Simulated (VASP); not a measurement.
# K2S (Fm-3m) in VASP: vibrations by perturbation theory with PBEsol

Aim: the vibrations by perturbation theory of K2S with PBEsol.

Everything below comes from runs of VASP 6.6.1. Logs are shortened: lines on timing, memory, paths and dates and some standing lists are left out, and cuts for length are marked.

## (1) The cell of the first run

The structure is cubic, space group Fm-3m (No. 225). The conventional cell has a = 7.665 Å, b = 7.665 Å, c = 7.665 Å, α = 90.00°, β = 90.00°, γ = 90.00°. K (site symmetry -43m) has 4 S at 3.32 Å and 6 K at 3.83 Å within 4.4 Å. S (site symmetry m-3m) has 8 K at 3.32 Å within 4.4 Å.

## (2) Vibrations by perturbation theory, PBEsol

Contents of INCAR:

```
SYSTEM = K2S
PREC     = Accurate       ! precision mode
ENCUT    = 500            ! plane-wave cutoff, eV
EDIFF    = 1E-8           ! SCF threshold, eV
ISMEAR   = 0              ! smearing method
SIGMA    = 0.01           ! smearing width, eV
LREAL    = .FALSE.        ! projectors in reciprocal space
LASPH    = .TRUE.         ! aspherical terms in the spheres
NELM     = 120            ! most SCF steps
ALGO     = Normal         ! electronic algorithm
ISIF     = 2              ! what is computed and relaxed
LWAVE    = .FALSE.        ! write WAVECAR
LCHARG   = .FALSE.        ! write CHGCAR
GGA      = PS             ! functional
NBANDS   = 19             ! bands
IBRION   = 8              ! ionic algorithm
NSW      = 1              ! ionic steps
GGA_COMPAT= .FALSE.
```

Contents of KPOINTS:

```
Automatic mesh
0
G
  6 6 6
  0 0 0
```

Contents of POSCAR:

```
K2S
1.0
    3.8325153726      3.8325153726      0.0000000000
   -3.8325153726      3.8325153726      0.0000000000
    0.0000000000      3.8325153726      3.8325153726
K S
2 1
Direct
    0.2500000000      0.7500000000      0.5000000000
    0.7500000000      0.2500000000      0.5000000000
    0.0000000000      0.0000000000      0.0000000000
```

Potentials or basis: VASP PAW PBE potentials, release 64 (K_sv, S).

Run with:

```sh
$ cat potpaw_PBE.64/K_sv/POTCAR potpaw_PBE.64/S/POTCAR > POTCAR
$ mpirun -np 1 vasp_std > vasp.out
```

OUTCAR:

```text
SYSTEM = K2S
   PREC = Accurate
   ENCUT = 500
   EDIFF = 1E-8
   ISMEAR = 0
   LREAL = .FALSE.
   LASPH = .TRUE.
   NELM = 120
   ISIF = 2
   GGA = PS
   IBRION = 8
   NSW = 1

 ion  position               nearest neighbor table
   1  0.250  0.750  0.500-
   2  0.750  0.250  0.500-
   3  0.000  0.000  0.000-

  LATTYP: Found a face centered cubic cell.
 ALAT       =     7.6650307452

  Lattice vectors:

 A1 = (   0.0000000000,   3.8325153726,   3.8325153726)
 A2 = (   3.8325153726,   0.0000000000,   3.8325153726)
 A3 = (   3.8325153726,   3.8325153726,   0.0000000000)

Analysis of symmetry for initial positions (statically):
=====================================================================
 Subroutine PRICEL returns:
 Original cell was already a primitive cell.

 Routine SETGRP: Setting up the symmetry group for a
 face centered cubic supercell.

 Subroutine GETGRP returns: Found 48 space group operations
 (whereof 48 operations were pure point group operations)
 out of a pool of 48 trial point group operations.

The static configuration has the point symmetry O_h .

Analysis of symmetry for dynamics (positions and initial velocities):
=====================================================================
 Subroutine PRICEL returns:
 Original cell was already a primitive cell.

 Routine SETGRP: Setting up the symmetry group for a
 face centered cubic supercell.

 Subroutine GETGRP returns: Found 48 space group operations
 (whereof 48 operations were pure point group operations)
 out of a pool of 48 trial point group operations.

The dynamic configuration has the point symmetry O_h .

 Subroutine INISYM returns: Found 48 space group operations
 (whereof 48 operations are pure point group operations),
 and found     1 'primitive' translations

----------------------------------------------------------------------------------------

                                     Primitive cell

  volume of cell :     112.5853

  direct lattice vectors                    reciprocal lattice vectors
     3.832515373  3.832515373  0.000000000     0.130462621  0.130462621 -0.130462621
    -3.832515373  3.832515373  0.000000000    -0.130462621  0.130462621 -0.130462621
     0.000000000  3.832515373  3.832515373     0.000000000  0.000000000  0.260925242

  length of vectors
     5.419995218  5.419995218  5.419995218     0.225967888  0.225967888  0.260925242

  position of ions in fractional coordinates (direct lattice)
     0.250000000  0.750000000  0.500000000
     0.750000000  0.250000000  0.500000000
     0.000000000  0.000000000  0.000000000

  ion indices of the primitive-cell ions
   primitive index   ion index
                 1           1
                 2           2
                 3           3

----------------------------------------------------------------------------------------

 KPOINTS: Automatic mesh

Automatic generation of k-mesh.
 Grid dimensions read from file:
 generate k-points for:    6    6    6

 Generating k-lattice:

  Cartesian coordinates                     Fractional coordinates (reciprocal lattice)
[... 73 lines left out ...]
  Fermi-wavevector in a.u.,A,eV,Ry     =   0.977953  1.848063 13.012506  0.956392
  Thomas-Fermi vector in A             =   2.108691
   LORBIT       =      0    0 simple, 1 ext, 2 COOP (PROOUT), +10 PAW based schemes
   GGA     = PS    functional components
   LHFCALC =     F    Hartree Fock is set to
   AEXX    =    0.0000 exact exchange contribution
   IVDW    =     0    specifies the selected vdW correction
   LEPSILON=     F    determine dielectric tensor
   LRPA    =     F    only Hartree local field effects (RPA)
 non-spin polarized calculation
 Gauss-broadening in eV      SIGMA  =   0.01
  energy-cutoff  :      500.00
  volume of cell :      112.59
 maximum number of plane-waves:      2884
   NGX = 19   NGY = 19   NGZ = 19

--------------------------------------- Ionic step        1  -------------------------------------------

 number of electron      24.0000000 magnetization

 Free energy of the ion-electron system (eV)
  ---------------------------------------------------
  ext. energy  EPLUGINS =         0.00000000
  ---------------------------------------------------
  free energy    TOTEN  =        -9.77323757 eV

  energy without entropy =       -9.77323757  energy(sigma->0) =       -9.77323757

 E-fermi :  -0.6976     XC(G=0):  -7.1168

 val. band max:       -0.7630616593   @ k =   0.5000   0.5000   0.0000
 cond. band min:       1.2766587610   @ k =   0.0000   0.0000   0.0000
 fundamental gap:      2.0397204204
 Fermi energy:        -0.6976028594

 k-point     1 :       0.0000    0.0000    0.0000
  band No.  band energies     occupation
      1     -30.0039      2.00000
      2     -29.9483      2.00000
      3     -13.6336      2.00000
      4     -13.6336      2.00000
      5     -13.6336      2.00000
      6     -13.4519      2.00000
[... 329 lines left out ...]
      6     -13.4897      2.00000
[... 11 lines left out ...]
     18       6.3914      0.00000
     19       6.4327      0.00000

------------------------ aborting loop because EDIFF is reached ----------------------------------------

  FORCE on cell =-STRESS in cart. coord.  units (eV):
  Direction    XX          YY          ZZ          XY          YZ          ZX
  --------------------------------------------------------------------------------------
  -------------------------------------------------------------------------------------
  Total       -1.3689239     -1.3689239     -1.3689239     -0.0000000     -0.0000000      0.0000000
  in kB      -19.4808616    -19.4808616    -19.4808616     -0.0000000     -0.0000000      0.0000000
  external PRESSURE =     -19.4808616 kB  Pullay stress =       0.0000000 kB

 VOLUME and BASIS-vectors are now :
 -----------------------------------------------------------------------------
  energy-cutoff  :      500.00
  volume of cell :      112.59
      direct lattice vectors                 reciprocal lattice vectors
     3.832515373  3.832515373  0.000000000     0.130462621  0.130462621 -0.130462621
    -3.832515373  3.832515373  0.000000000    -0.130462621  0.130462621 -0.130462621
     0.000000000  3.832515373  3.832515373     0.000000000  0.000000000  0.260925242

 POSITION                                       TOTAL-FORCE (eV/Angst)
 -----------------------------------------------------------------------------------
     -1.91626      5.74877      1.91626        -0.000000     -0.000000      0.000000
      1.91626      5.74877      1.91626         0.000000     -0.000000     -0.000000
      0.00000      0.00000      0.00000        -0.000000      0.000000      0.000000
 -----------------------------------------------------------------------------------
    total drift:                                0.000000      0.000000      0.000000

  FREE ENERGIE OF THE ION-ELECTRON SYSTEM (eV)
  ---------------------------------------------------
  free  energy   TOTEN  =        -9.7732375711 eV

  energy  without entropy=       -9.7732375711  energy(sigma->0) =       -9.77323757

[... ionic steps 2 to 9 ...]

--------------------------------------- Ionic step       10  -------------------------------------------

 Free energy of the ion-electron system (eV)
  ---------------------------------------------------
  ---------------------------------------------------
  free energy    TOTEN  =        -0.11287242 eV

  energy without entropy =       -0.11287242

------------------------ aborting loop because EDIFF is reached ----------------------------------------

 INTERNAL STRAIN TENSOR  FOR ION    3  DIRECTION 1   (eV/Angst):
 -----------------------------------------------------------------------------
     0.00668 -0.00000  0.00000
    -0.00000 -0.00138 -0.00000
    -0.00000 -0.00000 -0.00138

 INTERNAL STRAIN TENSOR FOR ION    3 for displacements in x,y,z  (eV/Angst):
          X           Y           Z          XY          YZ          ZX
  --------------------------------------------------------------------------------
  x     0.00000     0.00000     0.00000     0.00000     0.00000     0.00000
  y     0.00000     0.00000     0.00000     0.00000     0.00000     0.00000
  z     0.00000     0.00000     0.00000     0.00000     0.00000     0.00000

 SECOND DERIVATIVES (NOT SYMMETRIZED)
 ------------------------------------
               1X          1Y          1Z          2X          2Y          2Z          3X          3Y          3Z
  1X    -1.147195   -0.000000    0.000000    0.503487    0.000000    0.000000    0.643708   -0.000000    0.000000
  1Y     0.000000   -1.147195   -0.000000    0.000000    0.503487    0.000000    0.000000    0.643708   -0.000000
  1Z    -0.000000   -0.000000   -1.147195    0.000000    0.000000    0.503487   -0.000000   -0.000000    0.643708
  2X     0.503487    0.000000    0.000000   -1.147195   -0.000000    0.000000    0.643708   -0.000000    0.000000
  2Y     0.000000    0.503487    0.000000    0.000000   -1.147195   -0.000000    0.000000    0.643708   -0.000000
  2Z     0.000000    0.000000    0.503487   -0.000000   -0.000000   -1.147195   -0.000000   -0.000000    0.643708
  3X     0.642852    0.000000    0.000000    0.642852    0.000000    0.000000   -1.285705   -0.000000    0.000000
  3Y     0.000000    0.642852    0.000000    0.000000    0.642852    0.000000    0.000000   -1.285705   -0.000000
  3Z     0.000000    0.000000    0.642852    0.000000    0.000000    0.642852   -0.000000   -0.000000   -1.285705

 Eigenvectors and eigenvalues of the dynamical matrix
 ----------------------------------------------------

   1 f  =    3.717951 THz    23.360576 2PiTHz  124.017501 cm-1    15.376204 meV
             X         Y         Z           dx          dy          dz
     -1.916258  5.748773  1.916258     0.265183   -0.274268   -0.000000
      1.916258  5.748773  1.916258     0.265183   -0.274268    0.000000
      0.000000  0.000000  0.000000    -0.585251    0.605302    0.000000
[... 43 lines left out ...]
   9 f/i=    0.001123 THz     0.007055 2PiTHz    0.037454 cm-1     0.004644 meV
             X         Y         Z           dx          dy          dz
     -1.916258  5.748773  1.916258     0.151792   -0.575685    0.000000
      1.916258  5.748773  1.916258     0.151792   -0.575685   -0.000000
      0.000000  0.000000  0.000000     0.137557   -0.521698    0.000000

--------------------------------------------------------------------------------------------------------

 ELASTIC MODULI CONTR FROM IONIC RELAXATION (kBar)
 Direction    XX          YY          ZZ          XY          YZ          ZX
 --------------------------------------------------------------------------------
 XX           0.0000      0.0000      0.0000      0.0000      0.0000      0.0000
 YY           0.0000      0.0000      0.0000      0.0000      0.0000      0.0000
 ZZ           0.0000      0.0000      0.0000      0.0000      0.0000      0.0000
 XY           0.0000      0.0000      0.0000     -0.9685     -0.0000      0.0000
 YZ           0.0000      0.0000      0.0000     -0.0000     -0.9685      0.0000
 ZX           0.0000      0.0000      0.0000      0.0000      0.0000     -0.9685
 --------------------------------------------------------------------------------
```

Wall time 6 min (1 thread of Intel Xeon Platinum 8259CL at 2.50GHz (Skylake/Cascade Lake), shared host); peak memory 0.41 GiB.

Results:

* Highest phonon frequency at Γ, LO-TO splitting left out: 124 cm⁻¹

Phonon frequencies in cm⁻¹ (negative: imaginary):
```tsv
q point	frequencies
(0.000, 0.000, 0.000)	0 0 0 107 107 107 124 124 124
```

Caveat: the cell stands under pressure or tension, which shifts response properties; the PAW data sets were made with another functional, which shifts forces and pressure a little.
